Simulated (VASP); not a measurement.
# HfTe2W2 (P4mm) in VASP: a series of runs, part 3 of 3

VASP 6.6.1. The steps go on from the part before.

## 5. Relaxation of cell and atoms, PBE

This run uses another cell than the first one, of 28.61 Å³/atom, 1.201 times its volume.

Input file INCAR:

```
SYSTEM = HfTe2W2
PREC     = Accurate       ! precision mode
ENCUT    = 600            ! plane-wave cutoff, eV
EDIFF    = 1E-7           ! SCF threshold, eV
ISMEAR   = 0              ! smearing method
SIGMA    = 0.1            ! smearing width, eV
LREAL    = .False.        ! projectors in reciprocal space
LASPH    = .True.         ! aspherical terms in the spheres
NELM     = 100            ! most SCF steps
ALGO     = Fast           ! electronic algorithm
ISIF     = 3              ! what is computed and relaxed
LWAVE    = .False.        ! write WAVECAR
LCHARG   = .False.        ! write CHGCAR
GGA      = PE             ! functional
IBRION   = 2              ! ionic algorithm
NSW      = 90             ! ionic steps
EDIFFG   = -0.04          ! ionic threshold
```

Input file KPOINTS:

```
Automatic mesh
0
Gamma
  4 4 2
  0 0 0
```

Input file POSCAR:

```
HfTe2W2
1.0
    4.1277209900      0.0000000000      0.0000000000
    0.0000000000      4.1277209900      0.0000000000
    0.0000000000      0.0000000000      8.3946250500
Hf Te W
1 2 2
Direct
    0.5000000000      0.5000000000      0.6315550800
    0.5000000000      0.0000000000      0.5140781900
    0.0000000000      0.5000000000      0.5140781900
    0.5000000000      0.0000000000      0.1009059400
    0.0000000000      0.5000000000      0.1009059400
```

Potentials or basis: VASP PAW PBE potentials, release 64 (Hf_pv, Te, W_sv).

The run is started by

```
$ cat potpaw_PBE.64/Hf_pv/POTCAR potpaw_PBE.64/Te/POTCAR potpaw_PBE.64/W_sv/POTCAR > POTCAR
$ mpirun -np 1 vasp_std > vasp.out
```

OUTCAR:

```text
SYSTEM = HfTe2W2
   PREC = Accurate
   ENCUT = 600
   EDIFF = 1E-7
   ISMEAR = 0
   LREAL = .False.
   LASPH = .True.
   NELM = 100
   ISIF = 3
   GGA = PE
   IBRION = 2
   NSW = 90
   EDIFFG = -0.04

 ion  position               nearest neighbor table
   1  0.500  0.500  0.632-   2 2.29   3 2.29   2 2.29   3 2.29
   2  0.500  0.000  0.514-   1 2.29   1 2.29   3 2.92   3 2.92   3 2.92   3 2.92   4 3.47
   3  0.000  0.500  0.514-   1 2.29   1 2.29   2 2.92   2 2.92   2 2.92   2 2.92   5 3.47
   4  0.500  0.000  0.101-   5 2.92   5 2.92   5 2.92   5 2.92   2 3.47
   5  0.000  0.500  0.101-   4 2.92   4 2.92   4 2.92   4 2.92   3 3.47

  LATTYP: Found a simple tetragonal cell.
 ALAT       =     4.1277209900
 C/A-ratio  =     2.0337191080

  Lattice vectors:

 A1 = (   4.1277209900,   0.0000000000,   0.0000000000)
 A2 = (   0.0000000000,   4.1277209900,   0.0000000000)
 A3 = (   0.0000000000,   0.0000000000,   8.3946250500)

Analysis of symmetry for initial positions (statically):
=====================================================================
 Subroutine PRICEL returns:
 Original cell was already a primitive cell.
[... 174 lines left out ...]
  Total       28.3800644     28.3800644      5.4723525      0.0000000      0.0000000      0.0000000
  in kB      317.9083886    317.9083886     61.3003108      0.0000000      0.0000000      0.0000000
  external PRESSURE =     232.3723626 kB  Pullay stress =       0.0000000 kB
[... 26 lines left out ...]
--------------------------------------- Ionic step        2  -------------------------------------------

 number of electron      50.0000002 magnetization

------------------------ aborting loop EDIFF was not reached (unconverged)  ----------------------------

  FORCE on cell =-STRESS in cart. coord.  units (eV):
  Direction    XX          YY          ZZ          XY          YZ          ZX
  --------------------------------------------------------------------------------------
  -------------------------------------------------------------------------------------
  Total      -20.0601161    -20.0601161    -24.9830238      0.0000000     -0.0000000      0.0000000
  in kB     -131.5394265   -131.5394265   -163.8202193      0.0000000     -0.0000000      0.0000000
  external PRESSURE =    -142.2996908 kB  Pullay stress =       0.0000000 kB
[... 1271 lines left out ...]
     29      16.2759      0.00000
     30      17.7819      0.00000

[... ionic steps 4 to 20 ...]

--------------------------------------- Ionic step       21  -------------------------------------------

 number of electron      49.9999999 magnetization

------------------------ aborting loop because EDIFF is reached ----------------------------------------
[... 73 lines left out ...]
--------------------------------------- Ionic step       23  -------------------------------------------

 number of electron      49.9999999 magnetization

 Free energy of the ion-electron system (eV)
  ---------------------------------------------------
  ext. energy  EPLUGINS =         0.00000000
  ---------------------------------------------------
  free energy    TOTEN  =       -37.65344648 eV

  energy without entropy =      -37.62190657  energy(sigma->0) =      -37.63767653

 E-fermi :   7.7293     XC(G=0): -10.9366

 val. band max:        7.7052038730   @ k =   0.2500   0.2500   0.5000
 cond. band min:       7.7512231118   @ k =   0.5000   0.0000   0.0000
 fundamental gap:      0.0460192389
 Fermi energy:         7.7292824545
[... 426 lines left out ...]
  FREE ENERGIE OF THE ION-ELECTRON SYSTEM (eV)
  ---------------------------------------------------
  free  energy   TOTEN  =       -37.6534464778 eV

  energy  without entropy=      -37.6219065723  energy(sigma->0) =      -37.63767653

 reached required accuracy - stopping structural energy minimisation
```

CONTCAR:

```text
HfTe2W2
   1.00000000000000
     4.0799888818250816    0.0000000000000000    0.0000000000000000
     0.0000000000000000    4.0799888818250816    0.0000000000000000
     0.0000000000000000    0.0000000000000000    7.1551353887760571
  Hf              Te              W
     1     2     2
Direct
     0.5000000000000000    0.5000000000000000    0.7891595160808014
     0.5000000000000000    1.0000000000000000    0.4649990303074568
     0.0000000000000000    0.5000000000000000    0.4649990303074568
     0.5000000000000000    0.0000000000000000    0.0711828816521380
     0.0000000000000000    0.5000000000000000    0.0711828816521380

  0.00000000E+00  0.00000000E+00  0.00000000E+00
  0.00000000E+00  0.00000000E+00  0.00000000E+00
  0.00000000E+00  0.00000000E+00  0.00000000E+00
  0.00000000E+00  0.00000000E+00  0.00000000E+00
  0.00000000E+00  0.00000000E+00  0.00000000E+00
```

It took 24 min on 1 thread of Intel Xeon 6975P-C (Granite Rapids), shared host; peak memory 0.39 GiB.

Results:

| Item | Value |
| --- | --- |
| Free energy | -37.6534 eV |
| Relaxed volume | 23.82 Å³/atom |
| Relaxed cell | a = 4.080 Å, b = 4.080 Å, c = 7.155 Å, α = 90.00°, β = 90.00°, γ = 90.00° |
| Space group after relaxing (to 0.05 Å) | P4mm (No. 99) |
| Energy gained by relaxing | 2429.2 meV/atom |
| Ionic steps | 23 |
| Pressure after relaxing | -0.1 GPa |
| Largest force after relaxing | 0.022 eV/Å |
| Band gap on the k mesh | zero (band 25 reaches 9.05 eV, above the bottom of band 26 at 7.06 eV) |

Forces in eV/Å, atoms in the order of the input:
```
Hf   0.000  0.000 -0.021
Te   0.000  0.000 -0.011
Te   0.000  0.000 -0.011
W    0.000  0.000  0.022
W    0.000  0.000  0.022
```

Stress tensor (GPa, compression positive):
```
 0.00  0.00  0.00
 0.00  0.00  0.00
 0.00  0.00 -0.25
```

Step by step:
```
step  energy change (eV)  largest force (eV/Å)  pressure (GPa)  volume (Å³)
   1              0.0000               16.1508           23.24       143.03
   2              0.6610                0.3894          -14.23       244.34
   3             -5.1854                2.8026           -9.85       178.07
   4             -5.2511                3.5300           -8.54       174.78
   5             -5.2596                4.1329           -7.44       172.33
   6             -7.9611                4.6150           -8.13       146.98
   7             -2.6216               13.2183           90.58        85.91
   8             -8.4137                7.1773           -1.45       133.18
   9             -9.9589                5.6761           16.77       107.85
  10            -10.4427                3.6316           17.96       105.92
  11            -10.4668                3.8942           19.14       105.36
  12            -11.4275                2.3451            7.46       111.98
  13            -11.8658                1.4447           -2.60       121.16
  14            -11.8714                1.4318           -3.36       122.09
  15            -11.9789                1.2021           -2.41       121.08
  16            -12.1330                0.2381            1.12       118.06
  17            -12.1404                0.1649            0.33       118.90
  18            -12.1419                0.1832           -0.23       119.51
  19            -12.1433                0.1591           -0.14       119.39
  20            -12.1450                0.1062            0.02       119.12
  21            -12.1434                0.0956            0.38       118.57
  22            -12.1453                0.0771            0.11       118.97
  23            -12.1458                0.0216           -0.08       119.11
```

Final structure:
```
Hf Te W
1.0
     4.07999    0.00000    0.00000
     0.00000    4.07999    0.00000
     0.00000    0.00000    7.15514
Hf Te W
1 2 2
Direct
  0.50000 0.50000 0.78916
  0.50000 0.00000 0.46500
  0.00000 0.50000 0.46500
  0.50000 0.00000 0.07118
  0.00000 0.50000 0.07118
```

Caveat: the k points lie up to 0.44 Å⁻¹ apart in the final cell; the volume moved by over 15 % at a fixed basis, so the end points are rough; spin-orbit coupling is left out, which moves the levels of the heavy elements.

## 6. The runs side by side

```csv
task,cell,k mesh,cutoff (eV),gap on the mesh (eV),pressure (GPa),largest force (eV/Å)
single point,"a = 4.077, b = 4.077, c = 7.163 Å, 5 atoms",4 × 4 × 2,520,none,-0.1,0.06
single point,"a = 4.128, b = 4.128, c = 8.395 Å, 5 atoms",4 × 4 × 2,520,none,23.2,16.15
single point,"a = 4.080, b = 4.080, c = 7.130 Å, 5 atoms",4 × 4 × 4,520,none,-0.2,0.05
relaxation of cell and atoms,"relaxed from a = 4.128, b = 4.128, c = 8.395 Å, 5 atoms",4 × 4 × 2,600,none,-0.1,0.02
```

Alike in all rows: level PBE; potentials or basis VASP PAW PBE potentials, release 64 (Hf_pv, Te, W_sv); no spin polarisation; smearing gaussian 0.1 eV.

Caveats: all runs use coarse meshes; spin-orbit coupling is left out, which moves the levels of the heavy elements; forces of over 1 eV/Å act on the atoms, so gaps and moduli don't describe the material at rest (some runs); the volume moved by over 15 % at a fixed basis, so the end points are rough (some runs).

Total energies depend on the potentials used, so only differences within one code and one set of settings carry meaning.
